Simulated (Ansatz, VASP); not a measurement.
# AlAs in VASP and in Ansatz

```
CELL_PARAMETERS angstrom
0.00000 2.83040 2.83040
2.83040 0.00000 2.83040
2.83040 2.83040 0.00000
ATOMIC_POSITIONS crystal
Al 0.00000 0.00000 0.00000
As 0.75000 0.75000 0.75000
```

Alike in both runs: task single point; functional PBE; k mesh 10 × 10 × 10; occupations gaussian, width 0.05 eV; no spin polarisation.

|  | VASP | Ansatz |
| --- | --- | --- |
| version | VASP 6.6.1 | Ansatz 0.2.0 |
| potentials or method | VASP PAW PBE potentials, release 64 (Al, As), cutoff 500 eV | scalar-relativistic, plane waves, PAW |
| valence electrons in the cell | 8 | 18 |

```tsv
	VASP	Ansatz	Ansatz less VASP
gap on the k mesh at the Fermi level (eV)	1.44	1.45	+0.010
least direct gap on the mesh (eV)	2.06	2.05	-0.007
pressure (GPa)	2.8	2.6	-0.18
```

VASP's potentials hold 8 valence electrons a cell and Ansatz's 18, so a difference there can come from the potentials and not from the codes.
